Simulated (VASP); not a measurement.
# Na (Im-3m) in VASP: further runs

Runs on Na. Level: r2SCAN. Tasks: single point.

Program: VASP 6.6.1. These are calculated values, not measurements. Logs are shortened: lines on timing, memory, paths and dates and some standing lists are left out, and cuts for length are marked.

### Step 1. The cell of the first run

Symmetry: Im-3m, No. 229, cubic system. Conventional cell: a = 4.225 Å, b = 4.225 Å, c = 4.225 Å, α = 90.00°, β = 90.00°, γ = 90.00°. Na (site symmetry m-3m) has 14 Na at 3.66 to 4.22 Å within 4.8 Å.

### Step 2. Single point, r2SCAN

File POSCAR:

```
Na
1.0
   -2.1125000000      2.1125000000      2.1125000000
    2.1125000000     -2.1125000000      2.1125000000
    2.1125000000      2.1125000000     -2.1125000000
Na
1
Direct
    0.0000000000      0.0000000000      0.0000000000
```

File INCAR.step1:

```
PREC     = Accurate       # precision mode
ENCUT    = 520            # plane-wave cutoff, eV
ISMEAR   = 0              # smearing method
SIGMA    = 0.01           # smearing width, eV
LREAL    = F              # projectors in reciprocal space
LASPH    = T              # aspherical terms in the spheres
NELM     = 80             # most SCF steps
NBANDS   = 10             # bands
GGA      = PE             # functional
ALGO     = Normal         # electronic algorithm
EDIFF    = 1E-4           # SCF threshold, eV
LWAVE    = T              # write WAVECAR
LCHARG   = F              # write CHGCAR
```

File INCAR.step2:

```
PREC     = Accurate       # precision mode
ENCUT    = 520            # plane-wave cutoff, eV
EDIFF    = 1E-6           # SCF threshold, eV
ISMEAR   = 0              # smearing method
SIGMA    = 0.01           # smearing width, eV
LREAL    = F              # projectors in reciprocal space
LASPH    = T              # aspherical terms in the spheres
NELM     = 80             # most SCF steps
ALGO     = Normal         # electronic algorithm
ISIF     = 2              # what is computed and relaxed
LWAVE    = F              # write WAVECAR
LCHARG   = T              # write CHGCAR
METAGGA  = R2SCAN         # meta-GGA
LMIXTAU  = T            
LELF     = T              # ELF
LVHAR    = T            
NBANDS   = 10             # bands
ISTART   = 1
```

File KPOINTS:

```
regular mesh
0
Gamma
  11 11 11
```

Potentials or basis: VASP PAW PBE potentials, release 64 (Na_pv).

Started as:

```sh
$ cat potpaw_PBE.64/Na_pv/POTCAR > POTCAR
$ cp INCAR.step1 INCAR
$ mpirun -np 1 vasp_std > vasp.out
$ cp INCAR.step2 INCAR
$ mpirun -np 1 vasp_std > vasp.out
```

OUTCAR:

```text
PREC = Accurate
   ENCUT = 520
   EDIFF = 1E-6
   ISMEAR = 0
   LREAL = F
   LASPH = T
   NELM = 80
   ISIF = 2
   METAGGA = R2SCAN
   ISTART = 1

 ion  position               nearest neighbor table
   1  0.000  0.000  0.000-

  LATTYP: Found a body centered cubic cell.
 ALAT       =     4.2250000000

  Lattice vectors:

 A1 = (  -2.1125000000,   2.1125000000,   2.1125000000)
 A2 = (   2.1125000000,  -2.1125000000,   2.1125000000)
 A3 = (   2.1125000000,   2.1125000000,  -2.1125000000)

Analysis of symmetry for initial positions (statically):
=====================================================================
 Subroutine PRICEL returns:
 Original cell was already a primitive cell.

 Routine SETGRP: Setting up the symmetry group for a
 body centered cubic supercell.

 Subroutine GETGRP returns: Found 48 space group operations
 (whereof 48 operations were pure point group operations)
 out of a pool of 48 trial point group operations.

The static configuration has the point symmetry O_h .

Analysis of symmetry for dynamics (positions and initial velocities):
=====================================================================
 Subroutine PRICEL returns:
 Original cell was already a primitive cell.

 Routine SETGRP: Setting up the symmetry group for a
 body centered cubic supercell.

 Subroutine GETGRP returns: Found 48 space group operations
 (whereof 48 operations were pure point group operations)
 out of a pool of 48 trial point group operations.

The dynamic configuration has the point symmetry O_h .

 Subroutine INISYM returns: Found 48 space group operations
 (whereof 48 operations are pure point group operations),
 and found     1 'primitive' translations

----------------------------------------------------------------------------------------

                                     Primitive cell

  volume of cell :      37.7094

  direct lattice vectors                    reciprocal lattice vectors
    -2.112500000  2.112500000  2.112500000     0.000000000  0.236686391  0.236686391
     2.112500000 -2.112500000  2.112500000     0.236686391  0.000000000  0.236686391
     2.112500000  2.112500000 -2.112500000     0.236686391  0.236686391  0.000000000

  length of vectors
     3.658957331  3.658957331  3.658957331     0.334725104  0.334725104  0.334725104

  position of ions in fractional coordinates (direct lattice)
     0.000000000  0.000000000  0.000000000

  ion indices of the primitive-cell ions
   primitive index   ion index
                 1           1

----------------------------------------------------------------------------------------

 KPOINTS: regular mesh

Automatic generation of k-mesh.
 Grid dimensions read from file:
 generate k-points for:   11   11   11

 Generating k-lattice:

  Cartesian coordinates                     Fractional coordinates (reciprocal lattice)
     0.000000000  0.021516945  0.021516945     0.090909091  0.000000000  0.000000000
     0.021516945  0.000000000  0.021516945     0.000000000  0.090909091  0.000000000
     0.021516945  0.021516945  0.000000000     0.000000000  0.000000000  0.090909091

  Length of vectors
     0.030429555  0.030429555  0.030429555

  Shift w.r.t. Gamma in fractional coordinates (k-lattice)
     0.000000000  0.000000000  0.000000000

 Subroutine IBZKPT returns following result:
 ===========================================

 Found     56 irreducible k-points:

 Following reciprocal coordinates:
            Coordinates               Weight
  0.000000  0.000000  0.000000      1.000000
  0.090909  0.000000  0.000000     12.000000
  0.181818  0.000000  0.000000     12.000000
  0.272727  0.000000  0.000000     12.000000
  0.363636  0.000000  0.000000     12.000000
  0.454545  0.000000  0.000000     12.000000
[... 16 lines left out ...]
  0.272727  0.181818  0.090909     48.000000
  0.363636  0.181818  0.090909     24.000000
 [... further k-points ...]
   k-points           NKPTS =     56   k-points in BZ     NKDIM =     56   number of bands    NBANDS=     10
   number of dos      NEDOS =    301   number of ions     NIONS =      1
   total plane-waves  NPLWV =  21952
   dimension x,y,z NGX =    28 NGY =   28 NGZ =   28
   dimension x,y,z NGXF=    56 NGYF=   56 NGZF=   56
   ions per type =               1
   NGX,Y,Z   is equivalent  to a cutoff of  12.72, 12.72, 12.72 a.u.
   NGXF,Y,Z  is equivalent  to a cutoff of  25.44, 25.44, 25.44 a.u.
 SYSTEM =  unknown system
   PREC   = accura    normal or accurate (medium, high low for compatibility)
   ISTART =      1    job   : 0-new  1-cont  2-samecut
   ICHARG =      0    charge: 1-file 2-atom 10-const
   ISPIN  =      1    spin polarized calculation?
   LNONCOLLINEAR =      F non collinear calculations
   LSORBIT =      F    spin-orbit coupling
   LASPH  =      T    aspherical Exc in radial PAW
   ENCUT  =  520.0 eV  38.22 Ry    6.18 a.u.   6.80  6.80  6.80*2*pi/ulx,y,z
   NELM   =     80;   NELMIN=  2; NELMDL=  0     # of ELM steps
   EDIFF  = 0.1E-05   stopping-criterion for ELM
   LREAL  =      F    real-space projection
   EDIFFG = 0.1E-04   stopping-criterion for IOM
   NSW    =      0    number of steps for IOM
   IBRION =     -1    ionic relax: 0-MD 1-quasi-New 2-CG
   NFREE  =      0    steps in history (QN), initial steepest desc. (CG)
   ISIF   =      2    stress and relaxation
   ISYM   =      2    0-nonsym 1-usesym 2-fastsym
   POTIM  = 0.5000    time-step for ionic-motion
   TEBEG  =    0.0;   TEEND  =   0.0 temperature during run
   PSTRESS=    0.0 pullay stress
   NELECT =       7.0000    total number of electrons
   NUPDOWN=      -1.0000    fix difference up-down
   EMIN   =  10.00;   EMAX   =-10.00  energy-range for DOS
   EFERMI =   0.00;   METHOD = LEGACY
   ISMEAR =     0;   SIGMA  =   0.01  broadening in eV -4-tet -1-fermi 0-gaus
   EFERMI_NEDOS =   21; number of points for ismear=-14 and -15
   IALGO  =     38    algorithm
   IMIX   =      4    mixing-type and parameters
     AMIX     =   0.40;   BMIX     =  1.00
     AMIX_MAG =   1.60;   BMIX_MAG =  1.00
  volume/ion in A,a.u.               =      37.71       254.48
  Fermi-wavevector in a.u.,A,eV,Ry     =   0.933879  1.764776 11.866059  0.872131
  Thomas-Fermi vector in A             =   2.060627
   LORBIT       =      0    0 simple, 1 ext, 2 COOP (PROOUT), +10 PAW based schemes
   METAGGA = R2SCAN    functional components
   LHFCALC =     F    Hartree Fock is set to
   AEXX    =    0.0000 exact exchange contribution
   IVDW    =     0    specifies the selected vdW correction
   LEPSILON=     F    determine dielectric tensor
   LRPA    =     F    only Hartree local field effects (RPA)
 non-spin polarized calculation
 Gauss-broadening in eV      SIGMA  =   0.01
  energy-cutoff  :      520.00
  volume of cell :       37.71
 maximum number of plane-waves:      1027
   NGX = 13   NGY = 13   NGZ = 13

 number of electron       7.0000011 magnetization

 Free energy of the ion-electron system (eV)
  ---------------------------------------------------
  ext. energy  EPLUGINS =         0.00000000
  ---------------------------------------------------
  free energy    TOTEN  =        -3.55647221 eV

  energy without entropy =       -3.55633032  energy(sigma->0) =       -3.55640126

 E-fermi :   0.2724     XC(G=0):  -6.8706

 val. band max:        0.2664121537   @ k =  -0.3636   0.4545   0.0909
 cond. band min:       0.4096194456   @ k =   0.1818   0.1818   0.1818
 fundamental gap:      0.1432072919
 Fermi energy:         0.2724160997

 k-point     1 :       0.0000    0.0000    0.0000
  band No.  band energies     occupation
      1     -25.7259      2.00000
      2     -25.7259      2.00000
      3     -25.7256      2.00000
      4      -3.1531      2.00000
      5      12.6047      0.00000
      6      12.6052      0.00000
      7      12.6052      0.00000
      8      13.8062      0.00000
      9      13.8062      0.00000
     10      14.4146      0.00000

 k-point     2 :       0.0909    0.0000    0.0000
  band No.  band energies     occupation
      1     -25.7284      2.00000
      2     -25.7267      2.00000
      3     -25.7259      2.00000
      4      -2.9994      2.00000
      5      10.9162      0.00000
      6      11.7727      0.00000
      7      12.1818      0.00000
      8      12.8308      0.00000
      9      13.1636      0.00000
     10      14.9911      0.00000

 k-point     3 :       0.1818    0.0000    0.0000
  band No.  band energies     occupation
      1     -25.7357      2.00000
      2     -25.7291      2.00000
      3     -25.7259      2.00000
      4      -2.5410      2.00000
      5       8.4408      0.00000
      6      10.6760      0.00000
      7      11.4696      0.00000
      8      11.8092      0.00000
      9      12.8037      0.00000
     10      15.1220      0.00000

 k-point     4 :       0.2727    0.0000    0.0000
  band No.  band energies     occupation
      1     -25.7452      2.00000
      2     -25.7323      2.00000
      3     -25.7258      2.00000
      4      -1.7857      2.00000
      5       6.1352      0.00000
      6       9.8093      0.00000
      7      10.8620      0.00000
      8      11.0330      0.00000
      9      12.2616      0.00000
     10      15.7164      0.00000
[... 222 lines left out ...]
 k-point    22 :       0.1818    0.1818    0.0909
  band No.  band energies     occupation
      1     -25.7518      2.00000
      2     -25.7342      2.00000
      3     -25.7301      2.00000
      4      -0.6006      2.00000
      5       5.2988      0.00000
      6       5.9947      0.00000
      7       8.0133      0.00000
      8      14.5758      0.00000
      9      15.2765      0.00000
     10      16.5515      0.00000

 k-point    23 :       0.2727    0.1818    0.0909
  band No.  band energies     occupation
      1     -25.7534      2.00000
      2     -25.7387      2.00000
      3     -25.7308      2.00000
      4       0.5496      0.00000
      5       3.6824      0.00000
      6       5.3556      0.00000
      7       7.5086      0.00000
      8      14.5425      0.00000
      9      15.7865      0.00000
     10      16.6740      0.00000

 k-point    24 :       0.3636    0.1818    0.0909
  band No.  band energies     occupation
      1     -25.7534      2.00000
      2     -25.7410      2.00000
      3     -25.7310      2.00000
      4       1.6756      0.00000
      5       2.3417      0.00000
      6       5.1914      0.00000
      7       7.3482      0.00000
      8      14.4604      0.00000
      9      15.9281      0.00000
     10      17.0292      0.00000

 [... further k-points ...]

------------------------ aborting loop because EDIFF is reached ----------------------------------------

  FORCE on cell =-STRESS in cart. coord.  units (eV):
  Direction    XX          YY          ZZ          XY          YZ          ZX
  --------------------------------------------------------------------------------------
  -------------------------------------------------------------------------------------
  Total        0.0179427      0.0179427      0.0179427     -0.0000000     -0.0000000      0.0000000
  in kB        0.7623380      0.7623380      0.7623380     -0.0000000     -0.0000000      0.0000000
  external PRESSURE =       0.7623380 kB  Pullay stress =       0.0000000 kB

 VOLUME and BASIS-vectors are now :
 -----------------------------------------------------------------------------
  energy-cutoff  :      520.00
  volume of cell :       37.71
      direct lattice vectors                 reciprocal lattice vectors
    -2.112500000  2.112500000  2.112500000     0.000000000  0.236686391  0.236686391
     2.112500000 -2.112500000  2.112500000     0.236686391  0.000000000  0.236686391
     2.112500000  2.112500000 -2.112500000     0.236686391  0.236686391  0.000000000

 POSITION                                       TOTAL-FORCE (eV/Angst)
 -----------------------------------------------------------------------------------
      0.00000      0.00000      0.00000         0.000000      0.000000      0.000000
 -----------------------------------------------------------------------------------
    total drift:                               -0.000000     -0.000000     -0.000000

  FREE ENERGIE OF THE ION-ELECTRON SYSTEM (eV)
  ---------------------------------------------------
  free  energy   TOTEN  =        -3.5564722069 eV

  energy  without entropy=       -3.5563303219  energy(sigma->0) =       -3.55640126
```

It took 56 s on 1 thread of Intel Xeon 6975P-C, shared host; peak memory 0.16 GiB.

What came out:

```
Free energy : -3.5565 eV
Pressure    : 0.1 GPa
```

Caveat: the PAW data sets were made with another functional, which shifts forces and pressure a little.

### Step 3. Single point, r2SCAN

POSCAR is that of step 2.

File INCAR.step1:

```
ALGO = Normal
EDIFF = 1E-4
ENCUT = 520
GGA = PE
ISMEAR = 0
LASPH = True
LCHARG = False
LREAL = False
LWAVE = True
NBANDS = 10
NELM = 100
PREC = Accurate
SIGMA = 0.03
```

File INCAR.step2:

```
ALGO = Normal
EDIFF = 1E-7
ENCUT = 520
ISIF = 2
ISMEAR = 0
ISTART = 1
LASPH = True
LCHARG = False
LMIXTAU = True
LREAL = False
LWAVE = False
METAGGA = R2SCAN
NBANDS = 10
NELM = 100
PREC = Accurate
SIGMA = 0.03
```

File KPOINTS:

```
k-points
0
Gamma
  11 11 11
```

Potentials or basis: VASP PAW PBE potentials, release 64 (Na_pv).

Started as:

```sh
$ cat potpaw_PBE.64/Na_pv/POTCAR > POTCAR
$ cp INCAR.step1 INCAR
$ mpirun -np 1 vasp_std > vasp.out
$ cp INCAR.step2 INCAR
$ mpirun -np 1 vasp_std > vasp.out
```

Wall time 69 s (1 thread of Intel Xeon 6975P-C, shared host); peak memory 0.16 GiB.

The run converged. Its results:

| Quantity | Value |
| --- | --- |
| Free energy | -3.5568 eV |
| Pressure | 0.1 GPa |

Levels at points of the mesh, in eV from the Fermi level:
```tsv
k point	band 1	band 2	band 3	band 4	band 5	band 6	band 7	band 8
(0.00, 0.00, 0.00)	-26.01	-26.01	-26.01	-3.44	12.32	12.32	12.32	13.52
```

Caveat: the PAW data sets were made with another functional, which shifts forces and pressure a little.
